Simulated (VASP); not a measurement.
Write the native input for VASP 6.6.1 that does the following.

| Item | Value |
| --- | --- |
| Task | single point |
| Functional | PBEsol |
| Potentials or basis | VASP PAW PBE potentials, release 64 (Pb_d, S) |
| Cutoff | 500 eV |
| k mesh | 5 × 5 × 5 |
| Occupations | gaussian, width 0.01 eV |
| Spin | no spin polarisation |
| Dipole correction | no |
| Further INCAR settings | ALGO = Normal; EDIFF = 1e-06; NBANDS = 17 |

The structure of PbS (Galena) lies in POSCAR:

```
PbS
1.0
    0.0000000000      2.9277609947      2.9277609947
    2.9277609947      0.0000000000      2.9277609947
    2.9277609947      2.9277609947      0.0000000000
Pb S
1 1
Direct
    0.0000000000      0.0000000000      0.0000000000
    0.5000000000      0.5000000000      0.5000000000
```

These files were run (other wordings do the same):

INCAR

```
SYSTEM = PbS
PREC = Accurate ; ENCUT = 500
EDIFF = 1E-6 ; ISMEAR = 0
SIGMA = 0.01 ; LREAL = .FALSE.
LASPH = .TRUE. ; NELM = 120
ALGO = Normal ; ISIF = 2
LWAVE = .FALSE. ; LCHARG = .FALSE.
GGA = PS ; NBANDS = 17
GGA_COMPAT = .FALSE.
```

KPOINTS

```
Automatic mesh
0
G
  5 5 5
  0 0 0
```

Potentials or basis: VASP PAW PBE potentials, release 64 (Pb_d, S).

Run with:

```sh
$ cat potpaw_PBE.64/Pb_d/POTCAR potpaw_PBE.64/S/POTCAR > POTCAR
$ mpirun -np 1 vasp_std > vasp.out
```

It gave:

```json
{
 "Pressure": "1.2 GPa"
}
```

Caveat: the PAW data sets were made with another functional, which shifts forces and pressure a little.

Run time: 8.5 s on 1 thread of Intel(R) Xeon(R) Platinum 8375C CPU @ 2.90GHz (Ice Lake), with other jobs on the host, peak memory 0.16 GiB.
